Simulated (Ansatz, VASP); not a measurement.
## HfO2, level by level in two programs

```
Hf O
1.0
     3.53414    0.00000    0.00000
     0.00000    3.53414    0.00000
     0.00000    0.00000    5.13715
Hf O
2 4
Direct
  0.00000 0.00000 0.00000
  0.50000 0.50000 0.50000
  0.00000 0.50000 0.19721
  0.50000 0.00000 0.30279
  0.50000 0.00000 0.80279
  0.00000 0.50000 0.69721
```

Single points on this cell with VASP 6.6.1 and Ansatz 0.2.0. Each row is one pair of runs. Alike in all rows: spin: off; k mesh: 8 × 8 × 5; smearing: fermi-dirac, width 0.05 eV.

```tsv
level	VASP's potentials, cutoff	Ansatz's potentials, cutoff	gap on the k mesh at the Fermi level (eV), VASP	gap on the k mesh at the Fermi level (eV), Ansatz	least direct gap on the mesh (eV), VASP	least direct gap on the mesh (eV), Ansatz	pressure (GPa), VASP	pressure (GPa), Ansatz
PBE	VASP PAW PBE potentials, release 64 (Hf_pv, O), 520 eV	Ansatz PAW, 420 eV	4.83	4.86	4.91	4.92	12.3	15.9
r2SCAN	VASP PAW PBE potentials, release 64 (Hf_pv, O), 520 eV	Ansatz PAW, 500 eV	5.39	5.41	5.47	5.47	6.2	10.0
LDA	VASP PAW LDA potentials, release 64 (Hf_pv, O), 520 eV	Ansatz PAW, 420 eV	4.63	?	4.72	?	-2.2	?
```

Problem. Fill in what Ansatz gave in row 3.

Solution. gap on the k mesh at the Fermi level (eV): 4.64; least direct gap on the mesh (eV): 4.71; pressure (GPa): 0.5.

VASP's potentials hold 44 valence electrons a cell and Ansatz's 76, so a difference there can come from the potentials and not from the codes.

Neither program's run includes spin-orbit coupling. Noted on Ansatz's runs: odd divisions of the mesh miss points on the zone boundary, where band edges often lie, so the gap on the mesh can be too wide; Pulay correction over one GPa.
